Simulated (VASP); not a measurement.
# NbSb (P4/nmm) in VASP: further runs, part 2 of 2

VASP 6.6.1.

## 4. Single point, PBE

This run uses another cell than the first one, of 20.97 Å³/atom.

The input, INCAR:

```
SYSTEM = NbSb
  PREC = Accurate
  ENCUT = 520
  EDIFF = 1E-7
  ISMEAR = 0
  SIGMA = 0.1
  LREAL = .False.
  LASPH = .True.
  NELM = 60
  ALGO = Normal
  ISIF = 2
  LWAVE = .False.
  LCHARG = .False.
  GGA = PE
  NBANDS = 26
```

The input, KPOINTS:

```
Automatic mesh
0
Gamma
  6 6 4
  0 0 0
```

The input, POSCAR:

```
NbSb
1.0
    3.5977409069      0.0000000000      0.0000000000
    0.0000000000      3.5977409069      0.0000000000
    0.0000000000      0.0000000000      6.4808059496
Nb Sb
2 2
Direct
    0.5000000000      0.0000000000      0.8681977932
    0.0000000000      0.5000000000      0.1318022068
    0.5000000000      0.0000000000      0.3294276771
    0.0000000000      0.5000000000      0.6705723229
```

Started as:

```console
cat potpaw_PBE.64/Nb_sv/POTCAR potpaw_PBE.64/Sb/POTCAR > POTCAR
mpirun -np 1 vasp_std > vasp.out
```

It took 65 s on 1 thread of Intel Xeon Platinum 8259CL at 2.50GHz (Skylake/Cascade Lake), shared host; peak memory 0.22 GiB.

It converged, with:

```yaml
Free_energy: -29.5402 eV
Pressure: -0.2 GPa
Largest_force: 0.028 eV/Å
Band_gap_on_the_k_mesh: zero (bands 18 and 19 overlap by 0.02 eV)
```

Forces on the atoms (eV/Å):
```
Nb   0.000  0.000  0.028
Nb   0.000  0.000 -0.028
Sb   0.000  0.000 -0.012
Sb   0.000  0.000  0.012
```

Stress tensor (GPa, compression positive):
```
-0.32  0.00  0.00
 0.00 -0.32  0.00
 0.00  0.00  0.06
```

Levels at points of the mesh, in eV from the Fermi level:
```tsv
k point	band 14	band 15	band 16	band 17	band 18	band 19	band 20	band 21	band 22	band 23
(0.00, 0.00, 0.00)	-1.32	-1.32	-0.36	-0.36	-0.31	-0.01	1.03	1.03	1.61	2.01
(0.50, 0.00, 0.00)	-2.74	-1.91	-1.91	-0.07	-0.07	1.00	1.00	1.07	1.07	2.29
(0.50, 0.50, 0.00)	-3.20	-2.49	-2.49	-1.33	-1.33	0.82	0.82	2.33	2.33	2.73
(0.00, 0.00, 0.50)	-1.55	-1.55	-0.46	-0.46	-0.45	0.00	0.76	2.01	2.21	2.21
(0.50, 0.00, 0.50)	-2.46	-2.03	-2.03	-0.43	-0.43	1.51	1.51	1.94	1.94	2.74
(0.50, 0.50, 0.50)	-3.46	-2.80	-2.80	-1.24	-1.24	1.73	1.73	2.33	2.33	3.03
```

Caveat: spin-orbit coupling is left out, which moves the levels of the heavy elements.

## 5. Relaxation of cell and atoms, PBE

This run uses another cell than the first one, of 25.43 Å³/atom.

The input, INCAR:

```
SYSTEM = NbSb
ALGO     = Normal         ! electronic algorithm
EDIFF    = 1E-6           ! SCF threshold, eV
EDIFFG   = -0.04          ! ionic threshold
ENCUT    = 600            ! plane-wave cutoff, eV
GGA      = PE             ! functional
IBRION   = 2              ! ionic algorithm
ISIF     = 3              ! what is computed and relaxed
ISMEAR   = 0              ! smearing method
LASPH    = .TRUE.         ! aspherical terms in the spheres
LCHARG   = .FALSE.        ! write CHGCAR
LREAL    = .FALSE.        ! projectors in reciprocal space
LWAVE    = .FALSE.        ! write WAVECAR
NELM     = 100            ! most SCF steps
NSW      = 90             ! ionic steps
PREC     = Accurate       ! precision mode
SIGMA    = 0.1            ! smearing width, eV
```

The input, KPOINTS:

```
k-points
0
G
  4 4 4
  0 0 0
```

The input, POSCAR:

```
NbSb
1.0
    4.6808270900      0.0000000000      0.0000000000
    0.0000000000      4.6808270900      0.0000000000
    0.0000000000      0.0000000000      4.6433447700
Nb Sb
2 2
Direct
    0.5000000000      0.0000000000      0.8773630700
    0.0000000000      0.5000000000      0.1226369300
    0.5000000000      0.0000000000      0.3673094700
    0.0000000000      0.5000000000      0.6326905300
```

Potentials or basis: VASP PAW PBE potentials, release 64 (Nb_sv, Sb).

Started as:

```console
cat potpaw_PBE.64/Nb_sv/POTCAR potpaw_PBE.64/Sb/POTCAR > POTCAR
mpirun -np 1 vasp_std > vasp.out
```

OUTCAR:

```text
SYSTEM = NbSb
   EDIFF = 1E-6
   EDIFFG = -0.04
   ENCUT = 600
   GGA = PE
   IBRION = 2
   ISIF = 3
   ISMEAR = 0
   LASPH = .TRUE.
   LREAL = .FALSE.
   NELM = 100
   NSW = 90
   PREC = Accurate

 ion  position               nearest neighbor table
   1  0.500  0.000  0.877-   3 2.27   3 2.37
   2  0.000  0.500  0.123-   4 2.27   4 2.37
   3  0.500  0.000  0.367-   1 2.27   1 2.37   4 3.53   4 3.53   4 3.53   4 3.53
   4  0.000  0.500  0.633-   2 2.27   2 2.37   3 3.53   3 3.53   3 3.53   3 3.53

  LATTYP: Found a simple tetragonal cell.
 ALAT       =     4.6808270900
 C/A-ratio  =     0.9919923724

  Lattice vectors:

 A1 = (   4.6808270900,   0.0000000000,   0.0000000000)
 A2 = (   0.0000000000,   4.6808270900,   0.0000000000)
 A3 = (   0.0000000000,   0.0000000000,   4.6433447700)

Analysis of symmetry for initial positions (statically):
=====================================================================
 Subroutine PRICEL returns:
 Original cell was already a primitive cell.

 Routine SETGRP: Setting up the symmetry group for a
 simple tetragonal supercell.

 Subroutine GETGRP returns: Found 16 space group operations
 (whereof  8 operations were pure point group operations)
 out of a pool of 16 trial point group operations.

The static configuration has the point symmetry D_2d.
 The point group associated with its full space group is D_4h.

Analysis of symmetry for dynamics (positions and initial velocities):
=====================================================================
 Subroutine PRICEL returns:
 Original cell was already a primitive cell.

 Routine SETGRP: Setting up the symmetry group for a
 simple tetragonal supercell.

 Subroutine GETGRP returns: Found 16 space group operations
 (whereof  8 operations were pure point group operations)
 out of a pool of 16 trial point group operations.

The dynamic configuration has the point symmetry D_2d.
 The point group associated with its full space group is D_4h.

[... 107 lines left out ...]
   NUPDOWN=      -1.0000    fix difference up-down
   EMIN   =  10.00;   EMAX   =-10.00  energy-range for DOS
   EFERMI =   0.00;   METHOD = LEGACY
   ISMEAR =     0;   SIGMA  =   0.10  broadening in eV -4-tet -1-fermi 0-gaus
   EFERMI_NEDOS =   21; number of points for ismear=-14 and -15
   IALGO  =     38    algorithm
   IMIX   =      4    mixing-type and parameters
     AMIX     =   0.40;   BMIX     =  1.00
     AMIX_MAG =   1.60;   BMIX_MAG =  1.00
  volume/ion in A,a.u.               =      25.43       171.64
  Fermi-wavevector in a.u.,A,eV,Ry     =   1.157934  2.188177 18.242828  1.340810
  Thomas-Fermi vector in A             =   2.294540
   LORBIT       =      0    0 simple, 1 ext, 2 COOP (PROOUT), +10 PAW based schemes
   GGA     = PE    functional components
   LHFCALC =     F    Hartree Fock is set to
   AEXX    =    0.0000 exact exchange contribution
   IVDW    =     0    specifies the selected vdW correction
   LEPSILON=     F    determine dielectric tensor
   LRPA    =     F    only Hartree local field effects (RPA)
 conjugate gradient relaxation of ions
 non-spin polarized calculation
 Gauss-broadening in eV      SIGMA  =   0.10
  energy-cutoff  :      600.00
  volume of cell :      101.74
 maximum number of plane-waves:      3434
 NGX is ok and might be reduce to    40
   NGX = 19   NGY = 19   NGZ = 19

--------------------------------------- Ionic step        1  -------------------------------------------

 number of electron      36.0000001 magnetization

 Free energy of the ion-electron system (eV)
  ---------------------------------------------------
  ext. energy  EPLUGINS =         0.00000000
  ---------------------------------------------------
  free energy    TOTEN  =       -20.74491119 eV

  energy without entropy =      -20.72482368  energy(sigma->0) =      -20.73486743

------------------------ aborting loop because EDIFF is reached ----------------------------------------

  FORCE on cell =-STRESS in cart. coord.  units (eV):
  Direction    XX          YY          ZZ          XY          YZ          ZX
  --------------------------------------------------------------------------------------
  -------------------------------------------------------------------------------------
  Total       -8.7841310     -8.7841310     65.7275736      0.0000000      0.0000000      0.0000000
  in kB     -138.3353771   -138.3353771   1035.0993927      0.0000000      0.0000000      0.0000000
  external PRESSURE =     252.8095461 kB  Pullay stress =       0.0000000 kB
[... 1469 lines left out ...]
     21      11.3516      0.00000
     22      11.3516      0.00000

[... ionic steps 4 to 19 ...]

--------------------------------------- Ionic step       20  -------------------------------------------

 number of electron      36.0000001 magnetization

------------------------ aborting loop because EDIFF is reached ----------------------------------------
[... 71 lines left out ...]
--------------------------------------- Ionic step       22  -------------------------------------------

 number of electron      36.0000002 magnetization

 Free energy of the ion-electron system (eV)
  ---------------------------------------------------
  ext. energy  EPLUGINS =         0.00000000
  ---------------------------------------------------
  free energy    TOTEN  =       -29.46754859 eV

  energy without entropy =      -29.45279269  energy(sigma->0) =      -29.46017064

 E-fermi :  10.6303     XC(G=0): -11.5352

 val. band max:       10.6097119349   @ k =   0.2500   0.0000   0.2500
 cond. band min:      10.6466706694   @ k =   0.2500   0.2500   0.0000
 fundamental gap:      0.0369587345
 Fermi energy:        10.6302679636
[... 479 lines left out ...]
  FREE ENERGIE OF THE ION-ELECTRON SYSTEM (eV)
  ---------------------------------------------------
  free  energy   TOTEN  =       -29.4675485855 eV

  energy  without entropy=      -29.4527926945  energy(sigma->0) =      -29.46017064

 reached required accuracy - stopping structural energy minimisation
```

Run time: 15 min. Hardware: 1 thread of Intel Xeon Platinum 8259CL at 2.50GHz (Skylake/Cascade Lake), shared host; peak memory 0.28 GiB.

Results:

| Item | Value |
| --- | --- |
| Free energy | -29.4675 eV |
| Relaxed volume | 20.85 Å³/atom |
| Relaxed cell | a = 3.608 Å, b = 3.608 Å, c = 6.404 Å, α = 90.00°, β = 90.00°, γ = 90.00° |
| Space group after relaxing (to 0.1 Å) | P4/nmm (No. 129) |
| Energy gained by relaxing | 2180.7 meV/atom |
| Ionic steps | 22 |
| Pressure after relaxing | 0.0 GPa |
| Largest force after relaxing | 0.017 eV/Å |
| Band gap on the k mesh | zero (bands 18 and 19 overlap by 0.05 eV) |

Forces on the atoms (eV/Å):
```
Nb   0.000  0.000 -0.009
Nb   0.000  0.000  0.009
Sb   0.000  0.000 -0.017
Sb   0.000  0.000  0.017
```

Step by step:
```tsv
step	energy change (eV)	largest force (eV/Å)	pressure (GPa)	volume (Å³)
1	0.0000	1.5436	25.28	101.74
2	-0.5569	1.4538	-20.79	145.79
3	-4.2995	1.0658	-18.61	122.55
4	-4.6433	1.1704	-16.96	119.78
5	-4.6556	1.5923	-5.40	111.19
6	-4.9186	1.4007	-13.42	116.08
7	-4.9327	1.4806	-11.45	114.58
8	-7.3878	1.2978	-5.20	90.23
9	-7.7367	2.6685	4.92	80.90
10	-8.2774	1.3936	10.55	75.88
11	-8.2964	1.2331	9.31	76.49
12	-8.5056	1.0956	-6.73	86.85
13	-8.5809	1.1896	-2.48	83.27
14	-8.6906	0.4011	-0.47	82.69
15	-8.6966	0.4428	0.23	82.52
16	-8.7127	0.1277	0.03	82.79
17	-8.7128	0.1089	0.01	82.80
18	-8.7167	0.0712	0.11	82.85
19	-8.7216	0.0095	0.40	82.97
20	-8.7220	0.0271	0.50	83.01
21	-8.7195	0.0913	-1.18	84.21
22	-8.7226	0.0169	-0.04	83.38
```

Final structure:
```yaml
crystal:
  lattice:
    - [3.60842, 0.00000, 0.00000]
    - [0.00000, 3.60842, 0.00000]
    - [0.00000, 0.00000, 6.40381]
  atoms:
    - { symbol: Nb, position: [0.50000, 0.00000, 0.86261] }
    - { symbol: Nb, position: [0.00000, 0.50000, 0.13739] }
    - { symbol: Sb, position: [0.50000, 0.00000, 0.33137] }
    - { symbol: Sb, position: [0.00000, 0.50000, 0.66863] }
```

Caveat: the volume moved by over 15 % at a fixed basis, so the end points are rough; spin-orbit coupling is left out, which moves the levels of the heavy elements.

## 6. Relaxation of cell and atoms, PBE

The input, INCAR:

```
PREC = Accurate
ENCUT = 600
EDIFF = 1E-7
ISMEAR = 0
SIGMA = 0.1
LREAL = False
LASPH = True
NELM = 60
ALGO = Normal
ISIF = 3
LWAVE = False
LCHARG = False
GGA = PE
IBRION = 2
NSW = 90
EDIFFG = -0.04
```

The input, KPOINTS:

```
regular mesh
0
Gamma
  6 6 4
```

The input, POSCAR:

```
NbSb
1.0
    3.6104758812      0.0000000000      0.0000000000
    0.0000000000      3.6104758812      0.0000000000
    0.0000000000      0.0000000000      6.4164515457
Nb Sb
2 2
Direct
    0.5000000000      0.0000000000      0.8632371901
    0.0000000000      0.5000000000      0.1367628099
    0.5000000000      0.0000000000      0.3305710192
    0.0000000000      0.5000000000      0.6694289808
```

Potentials or basis: VASP PAW PBE potentials, release 64 (Nb_sv, Sb).

Started as:

```console
cat potpaw_PBE.64/Nb_sv/POTCAR potpaw_PBE.64/Sb/POTCAR > POTCAR
mpirun -np 1 vasp_std > vasp.out
```

OUTCAR:

```text
PREC = Accurate
   ENCUT = 600
   EDIFF = 1E-7
   ISMEAR = 0
   LREAL = False
   LASPH = True
   NELM = 60
   ISIF = 3
   GGA = PE
   IBRION = 2
   NSW = 90
   EDIFFG = -0.04

 ion  position               nearest neighbor table
   1  0.500  0.000  0.863-   4 2.84   4 2.84   4 2.84   4 2.84   3 3.00
   2  0.000  0.500  0.137-   3 2.84   3 2.84   3 2.84   3 2.84   4 3.00
   3  0.500  0.000  0.331-   2 2.84   2 2.84   2 2.84   2 2.84   1 3.00   4 3.35   4 3.35   4 3.35
                             4 3.35
   4  0.000  0.500  0.669-   1 2.84   1 2.84   1 2.84   1 2.84   2 3.00   3 3.35   3 3.35   3 3.35
                             3 3.35

  LATTYP: Found a simple tetragonal cell.
 ALAT       =     3.6104758812
 C/A-ratio  =     1.7771761277

  Lattice vectors:

 A1 = (   3.6104758812,   0.0000000000,   0.0000000000)
 A2 = (   0.0000000000,   3.6104758812,   0.0000000000)
 A3 = (   0.0000000000,   0.0000000000,   6.4164515457)

Analysis of symmetry for initial positions (statically):
=====================================================================
 Subroutine PRICEL returns:
[... 185 lines left out ...]
  --------------------------------------------------------------------------------------
  -------------------------------------------------------------------------------------
  Total       -0.2423846     -0.2423846     -0.0427128      0.0000000      0.0000000      0.0000000
  in kB       -4.6429266     -4.6429266     -0.8181715      0.0000000      0.0000000      0.0000000
  external PRESSURE =      -3.3680082 kB  Pullay stress =       0.0000000 kB
[... 291 lines left out ...]
--------------------------------------- Ionic step        9  -------------------------------------------

 number of electron      35.9999999 magnetization

 Free energy of the ion-electron system (eV)
  ---------------------------------------------------
  ext. energy  EPLUGINS =         0.00000000
  ---------------------------------------------------
  free energy    TOTEN  =       -29.54070893 eV

  energy without entropy =      -29.53086449  energy(sigma->0) =      -29.53578671

 E-fermi :  10.6501     XC(G=0): -11.4925

 val. band max:       10.6253659772   @ k =   0.0000   0.0000   0.5000
 cond. band min:      10.6658705911   @ k =   0.1667   0.0000   0.5000
 fundamental gap:      0.0405046139
 Fermi energy:        10.6500848671

 k-point     1 :       0.0000    0.0000    0.0000
  band No.  band energies     occupation
      1     -44.4431      2.00000
      2     -44.3475      2.00000
      3     -20.5828      2.00000
      4     -20.5684      2.00000
      5     -20.5684      2.00000
      6     -20.3651      2.00000
[... 589 lines left out ...]
     21      12.5696      0.00000
     22      12.5696      0.00000

 [... further k-points ...]

------------------------ aborting loop because EDIFF is reached ----------------------------------------

  FORCE on cell =-STRESS in cart. coord.  units (eV):
  Direction    XX          YY          ZZ          XY          YZ          ZX
  --------------------------------------------------------------------------------------
  -------------------------------------------------------------------------------------
  Total        0.0154886      0.0154886      0.0395095      0.0000000      0.0000000      0.0000000
  in kB        0.2955541      0.2955541      0.7539221      0.0000000      0.0000000      0.0000000
  external PRESSURE =       0.4483434 kB  Pullay stress =       0.0000000 kB
[... 19 lines left out ...]
  FREE ENERGIE OF THE ION-ELECTRON SYSTEM (eV)
  ---------------------------------------------------
  free  energy   TOTEN  =       -29.5407089342 eV

  energy  without entropy=      -29.5308644874  energy(sigma->0) =      -29.53578671

 reached required accuracy - stopping structural energy minimisation
```

OSZICAR:

```text
N       E                     dE             d eps       ncg     rms          rms(c)
DAV:   1     0.411360847647E+03    0.41136E+03   -0.19300E+04  1320   0.173E+03
[... 93 lines left out ...]
DAV:   3    -0.295407653771E+02    0.37309E-03   -0.30734E-03  2156   0.449E-01    0.897E-02
DAV:   4    -0.295406875149E+02    0.77862E-04   -0.10647E-03  2418   0.222E-01    0.455E-02
DAV:   5    -0.295406996470E+02   -0.12132E-04   -0.95723E-05  1792   0.756E-02    0.313E-02
DAV:   6    -0.295407095225E+02   -0.98754E-05   -0.28892E-05  2226   0.354E-02    0.125E-02
DAV:   7    -0.295407089200E+02    0.60242E-06   -0.16937E-05  2498   0.313E-02    0.251E-03
DAV:   8    -0.295407089399E+02   -0.19814E-07   -0.28093E-06  1938   0.103E-02    0.120E-03
DAV:   9    -0.295407089342E+02    0.56571E-08   -0.21887E-07  1298   0.404E-03
   9 F= -.29540709E+02 E0= -.29535787E+02  d E =-.138672E-02
```

Wall time 10 min (1 thread of Intel Xeon Platinum 8259CL at 2.50GHz (Skylake/Cascade Lake), shared host); peak memory 0.26 GiB.

What came out:

- Free energy: -29.5407 eV
- Relaxed volume: 20.99 Å³/atom
- Relaxed cell: a = 3.591 Å, b = 3.591 Å, c = 6.512 Å, α = 90.00°, β = 90.00°, γ = 90.00°
- Space group after relaxing (to 0.1 Å): P4/nmm (No. 129)
- Energy gained by relaxing: 2.8 meV/atom
- Ionic steps: 9
- Pressure after relaxing: 0.0 GPa
- Largest force after relaxing: 0.010 eV/Å
- Band gap on the k mesh: zero (bands 18 and 19 overlap by 0.04 eV)

Forces in eV/Å, atoms in the order of the input:
```
Nb   0.000  0.000  0.007
Nb   0.000  0.000 -0.007
Sb   0.000  0.000  0.010
Sb   0.000  0.000 -0.010
```

Step by step:
```tsv
step	energy change (eV)	largest force (eV/Å)	pressure (GPa)	volume (Å³)
1	0.0000	0.2663	-0.34	83.64
2	-0.0053	0.1141	0.49	83.11
3	-0.0056	0.0655	0.76	82.95
4	-0.0084	0.0643	0.07	83.41
5	-0.0085	0.0879	-0.09	83.51
6	-0.0094	0.0818	-0.01	83.53
7	-0.0098	0.0739	0.08	83.55
8	-0.0105	0.0487	0.07	83.68
9	-0.0112	0.0098	0.04	83.96
```

Final structure:
```
Nb Sb
1.0
     3.59088    0.00000    0.00000
     0.00000    3.59088    0.00000
     0.00000    0.00000    6.51153
Nb Sb
2 2
Cartesian
  1.7954 0.0000 5.6626
  0.0000 1.7954 0.8489
  1.7954 3.5909 2.1379
  0.0000 1.7954 4.3736
```

Levels at points of the mesh, in eV from the Fermi level:
```tsv
k point	band 14	band 15	band 16	band 17	band 18	band 19	band 20	band 21	band 22
(0.00, 0.00, 0.00)	-1.30	-1.30	-0.39	-0.39	-0.32	-0.03	1.04	1.04	1.68
(0.50, 0.00, 0.00)	-2.75	-1.93	-1.93	-0.11	-0.11	1.01	1.01	1.03	1.03
(0.50, 0.50, 0.00)	-3.25	-2.50	-2.50	-1.34	-1.34	0.78	0.78	2.34	2.34
(0.00, 0.00, 0.50)	-1.53	-1.53	-0.48	-0.48	-0.44	-0.02	0.81	2.03	2.21
(0.50, 0.00, 0.50)	-2.49	-2.04	-2.04	-0.45	-0.45	1.51	1.51	1.92	1.92
(0.50, 0.50, 0.50)	-3.44	-2.86	-2.86	-1.25	-1.25	1.70	1.70	2.34	2.34
```

Caveat: spin-orbit coupling is left out, which moves the levels of the heavy elements.

## 7. The runs side by side

| task | cell | k mesh | cutoff (eV) | gap on the mesh (eV) | pressure (GPa) | relaxed volume (Å³/atom) | largest force (eV/Å) |
| --- | --- | --- | --- | --- | --- | --- | --- |
| single point | a = 3.610, b = 3.610, c = 6.416 Å, 4 atoms, atomic positions A | 4 × 4 × 4 | 520 | none | -0.2 | - | 0.03 |
| single point | a = 4.681, b = 4.681, c = 4.643 Å, 4 atoms, atomic positions B | 4 × 4 × 4 | 520 | none | 25.3 | - | 1.54 |
| single point | a = 3.598, b = 3.598, c = 6.481 Å, 4 atoms, atomic positions C | 6 × 6 × 4 | 520 | none | -0.2 | - | 0.03 |
| relaxation of cell and atoms | relaxed from a = 4.681, b = 4.681, c = 4.643 Å, 4 atoms, atomic positions B | 4 × 4 × 4 | 600 | none | 0.0 | 20.85 | 0.02 |
| relaxation of cell and atoms | relaxed from a = 3.610, b = 3.610, c = 6.416 Å, 4 atoms, atomic positions A | 6 × 6 × 4 | 600 | none | 0.0 | 20.99 | 0.01 |

Alike in all rows: level PBE; potentials or basis VASP PAW PBE potentials, release 64 (Nb_sv, Sb); no spin polarisation; smearing gaussian 0.1 eV.

Caveats: some runs use coarse meshes; spin-orbit coupling is left out, which moves the levels of the heavy elements; the stress differs along the axes, from -14 to 103 GPa (at least some runs); forces of over 1 eV/Å act on the atoms, so gaps and moduli don't describe the material at rest (at least some runs); the volume moved by over 15 % at a fixed basis, so the end points are rough (at least some runs).

Total energies depend on the potentials used, so only differences within one code and one set of settings carry meaning.

The gap in the log of VASP goes by the Fermi energy; the results here count the filled bands.